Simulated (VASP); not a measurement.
# Mg4SiS2 (I4/mmm) in VASP: single point with PBE

Aim: the single point of Mg4SiS2 with PBE.

All numbers are computed with VASP 6.6.1; they aren't measurements. Logs are shortened: lines on timing, memory, paths and dates and some standing lists are left out, and cuts for length are marked.

### 1 The cell of the first run

Symmetry: I4/mmm, No. 139, tetragonal system. Conventional cell: a = 4.819 Å, b = 4.819 Å, c = 13.927 Å, α = 90.00°, β = 90.00°, γ = 90.00°. Mg (site symmetry mmm) has 2 Si at 2.41 Å within 3.2 Å. Within 3.5 Å of Mg (site symmetry -4m2) lie 4 S at 2.59 Å and 6 Mg at 3.41 to 3.48 Å. Si (site symmetry 4/mmm) has 4 Mg at 2.41 Å within 3.2 Å. S (site symmetry 4mm) has 8 Mg at 2.59 to 3.49 Å within 3.5 Å.

### 2 Single point, PBE

The input, INCAR:

```
ALGO = Normal
EDIFF = 1E-6
ENCUT = 520
GGA = PE
ISIF = 2
ISMEAR = 0
LASPH = True
LCHARG = False
LREAL = False
LWAVE = False
NBANDS = 21
NELM = 80
PREC = Accurate
SIGMA = 0.1
```

The input, KPOINTS:

```
k-points
0
Gamma
  12 12 12
```

The input, POSCAR:

```
Mg4SiS2
1.0
   -2.4094695445      2.4094695445      6.9635713375
    2.4094695445     -2.4094695445      6.9635713375
    2.4094695445      2.4094695445     -6.9635713375
Mg Si S
4 1 2
Direct
    0.0000000000      0.5000000000      0.5000000000
    0.5000000000      0.0000000000      0.5000000000
    0.2500000000      0.7500000000      0.5000000000
    0.7500000000      0.2500000000      0.5000000000
    0.0000000000      0.0000000000      0.0000000000
    0.6809329704      0.6809329704      0.0000000000
    0.3190670296      0.3190670296      0.0000000000
```

Potentials or basis: VASP PAW PBE potentials, release 64 (Mg, Si, S).

Started as:

```bash
$ cat potpaw_PBE.64/Mg/POTCAR potpaw_PBE.64/Si/POTCAR potpaw_PBE.64/S/POTCAR > POTCAR
$ mpirun -np 1 vasp_std > vasp.out
```

OUTCAR:

```text
EDIFF = 1E-6
   ENCUT = 520
   GGA = PE
   ISIF = 2
   ISMEAR = 0
   LASPH = True
   LREAL = False
   NELM = 80
   PREC = Accurate

 ion  position               nearest neighbor table
   1  0.000  0.500  0.500-   5 2.41   5 2.41   2 3.41   2 3.41   2 3.41   2 3.41   4 3.48   3 3.48

   2  0.500  0.000  0.500-   5 2.41   5 2.41   1 3.41   1 3.41   1 3.41   1 3.41   4 3.48   3 3.48

   3  0.250  0.750  0.500-   7 2.59   6 2.59   7 2.59   6 2.59   4 3.41   4 3.41   4 3.41   4 3.41
                             1 3.48   2 3.48
   4  0.750  0.250  0.500-   7 2.59   6 2.59   7 2.59   6 2.59   3 3.41   3 3.41   3 3.41   3 3.41
                             1 3.48   2 3.48
   5  0.000  0.000  0.000-   1 2.41   2 2.41   1 2.41   2 2.41
   6  0.681  0.681  0.000-   3 2.59   4 2.59   3 2.59   4 2.59
   7  0.319  0.319  0.000-   3 2.59   4 2.59   3 2.59   4 2.59

  LATTYP: Found a body centered tetragonal cell.
 ALAT       =     4.8189390890
 C/A-ratio  =     2.8900848128

  Lattice vectors:

 A1 = (  -2.4094695445,   2.4094695445,   6.9635713375)
 A2 = (   2.4094695445,  -2.4094695445,   6.9635713375)
 A3 = (   2.4094695445,   2.4094695445,  -6.9635713375)

Analysis of symmetry for initial positions (statically):
=====================================================================
 Subroutine PRICEL returns:
 Original cell was already a primitive cell.

 Routine SETGRP: Setting up the symmetry group for a
 body centered tetragonal supercell.

 Subroutine GETGRP returns: Found 16 space group operations
 (whereof 16 operations were pure point group operations)
 out of a pool of 16 trial point group operations.

The static configuration has the point symmetry D_4h.

Analysis of symmetry for dynamics (positions and initial velocities):
=====================================================================
 Subroutine PRICEL returns:
 Original cell was already a primitive cell.

 Routine SETGRP: Setting up the symmetry group for a
 body centered tetragonal supercell.

 Subroutine GETGRP returns: Found 16 space group operations
 (whereof 16 operations were pure point group operations)
 out of a pool of 16 trial point group operations.

The dynamic configuration has the point symmetry D_4h.

 Subroutine INISYM returns: Found 16 space group operations
 (whereof 16 operations are pure point group operations),
 and found     1 'primitive' translations

----------------------------------------------------------------------------------------

                                     Primitive cell

  volume of cell :     161.7093

  direct lattice vectors                    reciprocal lattice vectors
    -2.409469544  2.409469544  6.963571338     0.000000000  0.207514555  0.071802237
     2.409469544 -2.409469544  6.963571338     0.207514555  0.000000000  0.071802237
     2.409469544  2.409469544 -6.963571338     0.207514555  0.207514555  0.000000000

  length of vectors
     7.752574588  7.752574588  7.752574588     0.219585636  0.219585636  0.293469898

  position of ions in fractional coordinates (direct lattice)
     0.000000000  0.500000000  0.500000000
     0.500000000  0.000000000  0.500000000
     0.250000000  0.750000000  0.500000000
     0.750000000  0.250000000  0.500000000
     0.000000000  0.000000000  0.000000000
     0.680932970  0.680932970  0.000000000
     0.319067030  0.319067030  0.000000000

  ion indices of the primitive-cell ions
   primitive index   ion index
                 1           1
                 2           2
                 3           3
                 4           4
                 5           5
                 6           6
                 7           7

----------------------------------------------------------------------------------------

 KPOINTS: k-points

Automatic generation of k-mesh.
 Grid dimensions read from file:
 generate k-points for:   12   12   12

 Generating k-lattice:

  Cartesian coordinates                     Fractional coordinates (reciprocal lattice)
     0.000000000  0.017292880  0.005983520     0.083333333  0.000000000  0.000000000
     0.017292880  0.000000000  0.005983520     0.000000000  0.083333333  0.000000000
     0.017292880  0.017292880  0.000000000     0.000000000  0.000000000  0.083333333

  Length of vectors
     0.018298803  0.018298803  0.024455825

  Shift w.r.t. Gamma in fractional coordinates (k-lattice)
     0.000000000  0.000000000  0.000000000

 Subroutine IBZKPT returns following result:
 ===========================================

 Found    163 irreducible k-points:

 Following reciprocal coordinates:
            Coordinates               Weight
  0.000000  0.000000  0.000000      1.000000
  0.083333 -0.000000  0.000000      8.000000
  0.166667 -0.000000  0.000000      8.000000
  0.250000  0.000000  0.000000      8.000000
  0.333333 -0.000000  0.000000      8.000000
  0.416667 -0.000000  0.000000      8.000000
[... 16 lines left out ...]
  0.500000  0.166667  0.000000     16.000000
 -0.416667  0.166667 -0.000000     16.000000
 [... further k-points ...]
   k-points           NKPTS =    163   k-points in BZ     NKDIM =    163   number of bands    NBANDS=     21
   number of dos      NEDOS =    301   number of ions     NIONS =      7
   total plane-waves  NPLWV = 216000
   dimension x,y,z NGX =    60 NGY =   60 NGZ =   60
   dimension x,y,z NGXF=   120 NGYF=  120 NGZF=  120
   ions per type =               4   1   2
   NGX,Y,Z   is equivalent  to a cutoff of  12.87, 12.87, 12.87 a.u.
   NGXF,Y,Z  is equivalent  to a cutoff of  25.73, 25.73, 25.73 a.u.
 SYSTEM =  unknown system
   PREC   = accura    normal or accurate (medium, high low for compatibility)
   ISTART =      0    job   : 0-new  1-cont  2-samecut
   ICHARG =      2    charge: 1-file 2-atom 10-const
   ISPIN  =      1    spin polarized calculation?
   LNONCOLLINEAR =      F non collinear calculations
   LSORBIT =      F    spin-orbit coupling
   LASPH  =      T    aspherical Exc in radial PAW
   ENCUT  =  520.0 eV  38.22 Ry    6.18 a.u.  14.41 14.41 14.41*2*pi/ulx,y,z
   NELM   =     80;   NELMIN=  2; NELMDL= -5     # of ELM steps
   EDIFF  = 0.1E-05   stopping-criterion for ELM
   LREAL  =      F    real-space projection
   EDIFFG = 0.1E-04   stopping-criterion for IOM
   NSW    =      0    number of steps for IOM
   IBRION =     -1    ionic relax: 0-MD 1-quasi-New 2-CG
   NFREE  =      0    steps in history (QN), initial steepest desc. (CG)
   ISIF   =      2    stress and relaxation
   ISYM   =      2    0-nonsym 1-usesym 2-fastsym
   POTIM  = 0.5000    time-step for ionic-motion
   TEBEG  =    0.0;   TEEND  =   0.0 temperature during run
   PSTRESS=    0.0 pullay stress
   NELECT =      24.0000    total number of electrons
   NUPDOWN=      -1.0000    fix difference up-down
   EMIN   =  10.00;   EMAX   =-10.00  energy-range for DOS
   EFERMI =   0.00;   METHOD = LEGACY
   ISMEAR =     0;   SIGMA  =   0.10  broadening in eV -4-tet -1-fermi 0-gaus
   EFERMI_NEDOS =   21; number of points for ismear=-14 and -15
   IALGO  =     38    algorithm
   IMIX   =      4    mixing-type and parameters
     AMIX     =   0.40;   BMIX     =  1.00
     AMIX_MAG =   1.60;   BMIX_MAG =  1.00
  volume/ion in A,a.u.               =      23.10       155.90
  Fermi-wavevector in a.u.,A,eV,Ry     =   0.866763  1.637944 10.221755  0.751278
  Thomas-Fermi vector in A             =   1.985199
   LORBIT       =      0    0 simple, 1 ext, 2 COOP (PROOUT), +10 PAW based schemes
   GGA     = PE    functional components
   LHFCALC =     F    Hartree Fock is set to
   AEXX    =    0.0000 exact exchange contribution
   IVDW    =     0    specifies the selected vdW correction
   LEPSILON=     F    determine dielectric tensor
   LRPA    =     F    only Hartree local field effects (RPA)
 non-spin polarized calculation
 Gauss-broadening in eV      SIGMA  =   0.10
  energy-cutoff  :      520.00
  volume of cell :      161.71
 maximum number of plane-waves:      4386
 NGX is ok and might be reduce to    60
   NGX = 29   NGY = 29   NGZ = 29

 number of electron      23.9999999 magnetization

 Free energy of the ion-electron system (eV)
  ---------------------------------------------------
  ext. energy  EPLUGINS =         0.00000000
  ---------------------------------------------------
  free energy    TOTEN  =       -22.72961438 eV

  energy without entropy =      -22.72871221  energy(sigma->0) =      -22.72916329

 E-fermi :   3.2999     XC(G=0):  -8.5136

 val. band max:        3.2571171637   @ k =  -0.4167  -0.4167   0.4167
 cond. band min:       3.3182013097   @ k =  -0.3333  -0.3333   0.3333
 fundamental gap:      0.0610841460
 Fermi energy:         3.2998648643

 k-point     1 :       0.0000    0.0000    0.0000
  band No.  band energies     occupation
      1     -10.1144      2.00000
      2      -9.3805      2.00000
      3      -4.3779      2.00000
      4      -1.0934      2.00000
      5      -1.0934      2.00000
      6      -0.5251      2.00000
[... 13 lines left out ...]
     20       8.8851      0.00000
     21       9.1458      0.00000

 k-point     2 :       0.0833   -0.0000    0.0000
  band No.  band energies     occupation
      1     -10.0985      2.00000
      2      -9.3885      2.00000
      3      -4.3576      2.00000
      4      -1.2053      2.00000
      5      -1.0718      2.00000
      6      -0.6604      2.00000
[... 13 lines left out ...]
     20       8.5626      0.00000
     21       8.8038      0.00000

 k-point     3 :       0.1667   -0.0000    0.0000
  band No.  band energies     occupation
      1     -10.0524      2.00000
      2      -9.4129      2.00000
      3      -4.3019      2.00000
      4      -1.4140      2.00000
      5      -1.0078      2.00000
      6      -0.9402      2.00000
[... 13 lines left out ...]
     20       8.0766      0.00000
     21       8.4573      0.00000
[... 457 lines left out ...]
 k-point    23 :       0.5000    0.1667    0.0000
  band No.  band energies     occupation
      1      -9.6745      2.00000
      2      -9.6579      2.00000
      3      -3.9758      2.00000
      4      -1.8649      2.00000
      5      -1.6588      2.00000
      6      -1.1621      2.00000
[... 13 lines left out ...]
     20       7.9705      0.00000
     21       8.7759      0.00000

 k-point    24 :      -0.4167    0.1667   -0.0000
  band No.  band energies     occupation
      1      -9.7601      2.00000
      2      -9.5813      2.00000
      3      -3.9872      2.00000
      4      -1.8711      2.00000
      5      -1.6085      2.00000
      6      -1.0314      2.00000
[... 13 lines left out ...]
     20       7.8860      0.00000
     21       8.6495      0.00000

 [... further k-points ...]
[... 5 lines left out ...]
  --------------------------------------------------------------------------------------
  -------------------------------------------------------------------------------------
  Total       -0.1095434     -0.1095434     -0.0583170      0.0000000      0.0000000      0.0000000
  in kB       -1.0853303     -1.0853303     -0.5777913      0.0000000      0.0000000      0.0000000
  external PRESSURE =      -0.9161506 kB  Pullay stress =       0.0000000 kB

 VOLUME and BASIS-vectors are now :
 -----------------------------------------------------------------------------
  energy-cutoff  :      520.00
  volume of cell :      161.71
      direct lattice vectors                 reciprocal lattice vectors
    -2.409469544  2.409469544  6.963571338     0.000000000  0.207514555  0.071802237
     2.409469544 -2.409469544  6.963571338     0.207514555  0.000000000  0.071802237
     2.409469544  2.409469544 -6.963571338     0.207514555  0.207514555  0.000000000

 POSITION                                       TOTAL-FORCE (eV/Angst)
 -----------------------------------------------------------------------------------
      2.40947      0.00000      0.00000        -0.000000     -0.000000      0.000000
      0.00000      2.40947      0.00000        -0.000000     -0.000000      0.000000
      2.40947      0.00000      3.48179        -0.000000     -0.000000      0.000000
      0.00000      2.40947      3.48179        -0.000000     -0.000000      0.000000
      0.00000      0.00000      0.00000        -0.000000     -0.000000      0.000000
      0.00000      0.00000      9.48345         0.000000      0.000000      0.003791
      0.00000      0.00000      4.44369        -0.000000     -0.000000     -0.003791
 -----------------------------------------------------------------------------------
    total drift:                                0.000000      0.000000     -0.000000

  FREE ENERGIE OF THE ION-ELECTRON SYSTEM (eV)
  ---------------------------------------------------
  free  energy   TOTEN  =       -22.7296143789 eV

  energy  without entropy=      -22.7287122074  energy(sigma->0) =      -22.72916329
```

Wall time 28 min (1 thread of Intel Xeon 8259CL, shared host); peak memory 0.87 GiB.

What came out:

- Free energy: -22.7296 eV
- Pressure: -0.1 GPa
- Largest force: 0.004 eV/Å

Forces on the atoms (eV/Å):
```
Mg   0.000  0.000  0.000
Mg   0.000  0.000  0.000
Mg   0.000  0.000  0.000
Mg   0.000  0.000  0.000
Si   0.000  0.000  0.000
S    0.000  0.000  0.004
S    0.000  0.000 -0.004
```

Levels at points of the mesh, in eV from the Fermi level:
```csv
k point,band 9,band 10,band 11,band 12,band 13,band 14,band 15,band 16
"(0.00, 0.00, 0.00)",-3.14,-1.19,-1.19,-0.13,0.30,0.52,0.90,2.59
"(0.50, 0.00, 0.00)",-2.84,-1.88,-1.12,-0.31,0.81,1.99,2.03,2.65
"(0.50, 0.50, 0.00)",-3.27,-2.72,-2.03,-0.21,0.84,2.39,2.76,3.69
"(0.50, 0.50, 0.50)",-2.98,-1.60,-1.24,-1.24,-0.06,1.28,2.46,2.64
```
